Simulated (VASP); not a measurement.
Write the native input for VASP 6.6.1 that does the following.

* Task: single point
* Functional: r2SCAN
* Potentials or basis: VASP PAW PBE potentials, release 64 (Cs_sv)
* Cutoff: 520 eV
* k mesh: 5 × 5 × 2
* Occupations: methfessel-paxton, width 0.1 eV
* Spin: no spin polarisation
* Dipole correction: no
* Further INCAR settings: ALGO = Normal; EDIFF = 1e-06; NBANDS = 26

Crystal: Cs.

```
CELL_PARAMETERS angstrom
5.56591 0.00000 0.00000
-2.78295 4.82022 0.00000
0.00000 0.00000 18.52157
ATOMIC_POSITIONS crystal
Cs 0.00000 0.00000 0.00000
Cs 0.33333 0.66667 0.25000
Cs 0.00000 0.00000 0.50000
Cs 0.66667 0.33333 0.75000
```

The input as run:

POSCAR

```
Cs
1.0
    5.5659090000      0.0000000000      0.0000000000
   -2.7829540000      4.8202180000      0.0000000000
    0.0000000000      0.0000000000     18.5215750000
Cs
4
Direct
    0.0000000000      0.0000000000      0.0000000000
    0.3333333333      0.6666666667      0.2500000000
    0.0000000000      0.0000000000      0.5000000000
    0.6666666667      0.3333333333      0.7500000000
```

INCAR.step1

```
SYSTEM = Cs
PREC = Accurate ; ENCUT = 520
ISMEAR = 1 ; SIGMA = 0.1
LREAL = .False. ; LASPH = .True.
NELM = 60 ; NBANDS = 26
GGA = PE ; ALGO = Normal
EDIFF = 1E-4 ; LWAVE = .True.
LCHARG = .False.
```

INCAR.step2

```
SYSTEM = Cs
PREC = Accurate ; ENCUT = 520
EDIFF = 1E-6 ; ISMEAR = 1
SIGMA = 0.1 ; LREAL = .False.
LASPH = .True. ; NELM = 60
ALGO = Normal ; ISIF = 2
LWAVE = .False. ; LCHARG = .False.
METAGGA = R2SCAN ; LMIXTAU = .True.
NBANDS = 26 ; ISTART = 1
```

KPOINTS

```
regular mesh
0
Gamma
  5 5 2
  0 0 0
```

Potentials or basis: VASP PAW PBE potentials, release 64 (Cs_sv).

Launch:

```bash
$ cat potpaw_PBE.64/Cs_sv/POTCAR > POTCAR
$ cp INCAR.step1 INCAR
$ mpirun -np 1 vasp_std > vasp.out
$ cp INCAR.step2 INCAR
$ mpirun -np 1 vasp_std > vasp.out
```

Results of the run:

```json
{"Pressure": "0.0 GPa", "Band gap on the k mesh": "zero (band 18 reaches 0.74 eV, above the bottom of band 19 at -0.76 eV)"}
```

Caveat: the PAW data sets were made with another functional, which shifts forces and pressure a little; spin-orbit coupling is left out, which moves the levels of the heavy elements.

Run time: 14 min on 1 thread of Intel(R) Xeon(R) Platinum 8375C CPU @ 2.90GHz (Ice Lake) (shared host), peak memory 0.62 GiB.
